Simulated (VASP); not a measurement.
Write the native input for VASP 6.6.1 that does the following.

| Property | Result |
| --- | --- |
| Task | single point |
| Functional | PBEsol-based global hybrid with 25 % exact exchange |
| Potentials or basis | VASP PAW PBE potentials, release 64 (Zn, S) |
| Cutoff | 520 eV |
| k mesh | 5 × 5 × 5 |
| Occupations | fermi-dirac, width 0.05 eV |
| Spin | no spin polarisation |
| Dipole correction | no |
| Grid for exact exchange (PRECFOCK) | Normal |
| Share of exact exchange | 0.25 |
| Further INCAR settings | ALGO = Normal; EDIFF = 1e-07; NBANDS = 16 |

ZnS:

```
Zn S
1.0
     0.00000    2.73756    2.73756
     2.73756    0.00000    2.73756
     2.73756    2.73756    0.00000
Zn S
1 1
Direct
  0.75000 0.75000 0.75000
  0.00000 0.00000 0.00000
```

The input as run:

POSCAR

```
ZnS
1.0
    0.0000000000      2.7375567091      2.7375567091
    2.7375567091      0.0000000000      2.7375567091
    2.7375567091      2.7375567091      0.0000000000
Zn S
1 1
Direct
    0.7500000000      0.7500000000      0.7500000000
    0.0000000000      0.0000000000      0.0000000000
```

INCAR.step1

```
ALGO     = Normal         # electronic algorithm
EDIFF    = 1E-5           # SCF threshold, eV
ENCUT    = 520            # plane-wave cutoff, eV
GGA      = PE             # functional
ISIF     = 2              # what is computed and relaxed
ISMEAR   = -1             # smearing method
LASPH    = T              # aspherical terms in the spheres
LCHARG   = F              # write CHGCAR
LREAL    = F              # projectors in reciprocal space
LWAVE    = T              # write WAVECAR
NBANDS   = 16             # bands
NELM     = 100            # most SCF steps
PREC     = Accurate       # precision mode
SIGMA    = 0.05           # smearing width, eV
```

INCAR.step2

```
AEXX     = 0.25           # exact-exchange fraction
ALGO     = Normal         # electronic algorithm
EDIFF    = 1E-7           # SCF threshold, eV
ENCUT    = 520            # plane-wave cutoff, eV
GGA      = PS             # functional
ISIF     = 2              # what is computed and relaxed
ISMEAR   = -1             # smearing method
ISTART   = 1            
LASPH    = T              # aspherical terms in the spheres
LCHARG   = F              # write CHGCAR
LHFCALC  = T              # exact exchange
LREAL    = F              # projectors in reciprocal space
LWAVE    = F              # write WAVECAR
NBANDS   = 16             # bands
NELM     = 100            # most SCF steps
PREC     = Accurate       # precision mode
PRECFOCK = Normal       
SIGMA    = 0.05           # smearing width, eV
```

KPOINTS

```
k-points
0
Gamma
  5 5 5
```

Potentials or basis: VASP PAW PBE potentials, release 64 (Zn, S).

The run is started by

```sh
$ cat potpaw_PBE.64/Zn/POTCAR potpaw_PBE.64/S/POTCAR > POTCAR
$ cp INCAR.step1 INCAR
$ mpirun -np 1 vasp_std > vasp.out
$ cp INCAR.step2 INCAR
$ mpirun -np 1 vasp_std > vasp.out
```

It gave:

* Pressure: -4.5 GPa
* Band gap on the k mesh: 3.71 eV

Caveat: the cell stands under tension; the PAW data sets were made with another functional, which shifts forces and pressure a little.

It took 31 min on 1 thread of Intel Xeon 8259CL (shared host), peak memory 0.18 GiB.
